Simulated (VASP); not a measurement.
Input of a VASP 6.6.1 run:

Contents of INCAR:

```
PREC = Accurate ; ENCUT = 520
EDIFF = 1E-6 ; ISMEAR = 0
SIGMA = 0.05 ; LREAL = F
LASPH = T ; NELM = 80
ALGO = Normal ; ISIF = 2
LWAVE = F ; LCHARG = F
GGA = PS ; NBANDS = 16
```

KPOINTS

```
Automatic mesh
0
Gamma
  9 9 6
```

Contents of POSCAR:

```
AlN
1.0
    3.2816000000      0.0000000000      0.0000000000
   -1.6408000000      2.8419489650      0.0000000000
    0.0000000000      0.0000000000      4.1400037194
Al N
2 2
Direct
    0.3333333333      0.6666666667      0.7500000000
    0.6666666667      0.3333333333      0.2500000000
    0.3333333333      0.6666666667      0.2500000000
    0.6666666667      0.3333333333      0.7500000000
```

Potentials or basis: VASP PAW PBE potentials, release 64 (Al, N).

Run with:

```sh
$ cat potpaw_PBE.64/Al/POTCAR potpaw_PBE.64/N/POTCAR > POTCAR
$ mpirun -np 1 vasp_std > vasp.out
```

(1) What does it give for the pressure?

(2) Predict the band gap on the k mesh.

## Answers

(1) 2.8 GPa.

(2) 3.41 eV, direct.

Caveat: the PAW data sets were made with another functional, which shifts forces and pressure a little.
